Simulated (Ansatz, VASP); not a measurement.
Two plane-wave programs on AlAs

INCAR

```
  PREC = Accurate
  ENCUT = 500
  EDIFF = 1E-6
  ISMEAR = 0
  SIGMA = 0.02
  LREAL = False
  LASPH = True
  NELM = 120
  ALGO = Normal
  ISIF = 2
  LWAVE = False
  LCHARG = False
  GGA = PE
  NBANDS = 11
  GGA_COMPAT = False
```

KPOINTS

```
regular mesh
0
Gamma
  8 8 8
```

Contents of POSCAR:

```
AlAs
1.0
    0.0000000000      2.7751778329      2.7751778329
    2.7751778329      0.0000000000      2.7751778329
    2.7751778329      2.7751778329      0.0000000000
Al As
1 1
Direct
    0.0000000000      0.0000000000      0.0000000000
    0.2500000000      0.2500000000      0.2500000000
```

Input for Ansatz:

```yaml
crystal:
  lattice:
    - [0.0, 2.7751778329, 2.7751778329]
    - [2.7751778329, 0.0, 2.7751778329]
    - [2.7751778329, 2.7751778329, 0.0]
  atoms:
    - { symbol: Al, position: [0.0, 0.0, 0.0] }
    - { symbol: As, position: [0.25, 0.25, 0.25] }
basis:
  ecutwfc: 420
kpoints:
  mp_grid: { grid: [8, 8, 8] }
hamiltonian:
  xc: pbe
scf:
  occupations: { method: gaussian, width: 0.02 }
output:
  forces: true
  stress: true
  eigenvalues: true
```

Alike in both runs: task single point; functional PBE; k mesh 8 × 8 × 8; occupations gaussian, width 0.02 eV; no spin polarisation.

|  | VASP | Ansatz |
| --- | --- | --- |
| version | VASP 6.6.1 | Ansatz 0.2.0 |
| potentials or method | VASP PAW PBE potentials, release 64 (Al, As), cutoff 500 eV | scalar-relativistic, plane waves, PAW |
| valence electrons in the cell | 8 | 18 |

```csv
,VASP,Ansatz,Ansatz less VASP
gap on the k mesh at the Fermi level (eV),1.33,1.34,+0.012
least direct gap on the mesh (eV),2.54,2.53,-0.010
pressure (GPa),8.0,7.8,-0.24
```

VASP's potentials hold 8 valence electrons a cell and Ansatz's 18, so a difference there can come from the potentials and not from the codes.
